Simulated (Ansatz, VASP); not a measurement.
**Ta3Cu in VASP and in Ansatz**

Contents of INCAR:

```
PREC     = Accurate       # precision mode
ENCUT    = 520            # plane-wave cutoff, eV
EDIFF    = 1E-6           # SCF threshold, eV
ISMEAR   = -1             # smearing method
SIGMA    = 0.05           # smearing width, eV
LREAL    = False          # projectors in reciprocal space
LASPH    = True           # aspherical terms in the spheres
NELM     = 80             # most SCF steps
ALGO     = Fast           # electronic algorithm
ISIF     = 2              # what is computed and relaxed
LWAVE    = False          # write WAVECAR
LCHARG   = False          # write CHGCAR
GGA      = PS             # functional
NBANDS   = 30             # bands
```

Contents of KPOINTS:

```
Automatic mesh
0
Gamma
  9 9 9
```

File POSCAR:

```
Ta3Cu
1.0
   -1.9793887163      1.9793887163      4.1512958659
    1.9793887163     -1.9793887163      4.1512958659
    1.9793887163      1.9793887163     -4.1512958659
Ta Cu
3 1
Direct
    0.5000000000      0.5000000000      0.0000000000
    0.2500000000      0.7500000000      0.5000000000
    0.7500000000      0.2500000000      0.5000000000
    0.0000000000      0.0000000000      0.0000000000
```

input.yaml

```yaml
crystal:
  lattice:
    - [-1.9793887163, 1.9793887163, 4.1512958659]
    - [1.9793887163, -1.9793887163, 4.1512958659]
    - [1.9793887163, 1.9793887163, -4.1512958659]
  atoms:
    - { symbol: Ta, position: [0.5, 0.5, 0.0] }
    - { symbol: Ta, position: [0.25, 0.75, 0.5] }
    - { symbol: Ta, position: [0.75, 0.25, 0.5] }
    - { symbol: Cu, position: [0.0, 0.0, 0.0] }
kpoints:
  mp_grid: { grid: [9, 9, 9] }
scf:
  occupations: { method: fermi_dirac, width: 0.05 }
hamiltonian:
  xc: pbesol
  pseudopotentials: { kind: all_electron, lapw: { basis_error: 0.001 } }
output:
  forces: true
  stress: true
  eigenvalues: true
```

Change from the starting cell: volume scaled by 0.96.

Alike in both runs: task single point; functional PBEsol; k mesh 9 × 9 × 9; occupations fermi-dirac, width 0.05 eV; no spin polarisation.

```csv
,VASP,Ansatz
version,VASP 6.6.1,Ansatz 0.2.0
potentials or method,"VASP PAW PBE potentials, release 64 (Ta_pv, Cu), cutoff 520 eV","all-electron LAPW, scalar-relativistic"
```

|  | VASP | Ansatz | Ansatz less VASP |
| --- | --- | --- | --- |
| gap on the k mesh at the Fermi level (eV) | none | none | - |
| pressure (GPa) | 1.7 | 1.2 | -0.43 |
| traceless stress, the component that is largest in VASP (GPa) | -0.58 | -0.47 | +0.103 |

VASP's potentials were made for PBE, not for PBEsol. A gap of «none» marks a metal or a gap that the smearing closes. Ansatz ran all-electron here, and VASP with PAW potentials.

Spin-orbit coupling is off throughout.
